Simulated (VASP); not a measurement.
# La: single point with PBEsol

Crystal: La.

```
CELL_PARAMETERS angstrom
3.68089 0.00000 0.00000
-1.84044 3.18774 0.00000
0.00000 0.00000 5.92612
ATOMIC_POSITIONS crystal
La 0.66667 0.33333 0.75000
La 0.33333 0.66667 0.25000
```

- Program: VASP 6.6.1
- Task: single point
- Functional: PBEsol
- Potentials or basis: VASP PAW PBE potentials, release 64 (La)
- Cutoff: 520 eV
- k mesh: 8 × 8 × 5
- Occupations: fermi-dirac, width 0.05 eV
- Spin: no spin polarisation

The pressure is 0.1 GPa and the band gap on the k mesh is zero (bands 11 and 12 overlap by 1.39 eV).

Stress tensor (GPa, compression positive):
```
0.03 0.00 0.00
0.00 0.03 0.00
0.00 0.00 0.12
```

Levels at points of the mesh, in eV from the Fermi level:
```csv
k point,band 9,band 10,band 11,band 12,band 13,band 14
"(0.00, 0.00, 0.00)",-3.19,-1.87,1.14,1.35,1.35,1.65
"(0.50, 0.00, 0.00)",-1.77,-1.25,-1.19,1.22,1.40,1.46
```

Run time: 33 s on 1 thread of Intel(R) Xeon(R) Platinum 8488C (Sapphire Rapids), with other jobs on the host, peak memory 0.19 GiB.

Caveat: the PAW data sets were made with another functional, which shifts forces and pressure a little; spin-orbit coupling is left out, which moves the levels of the heavy elements.
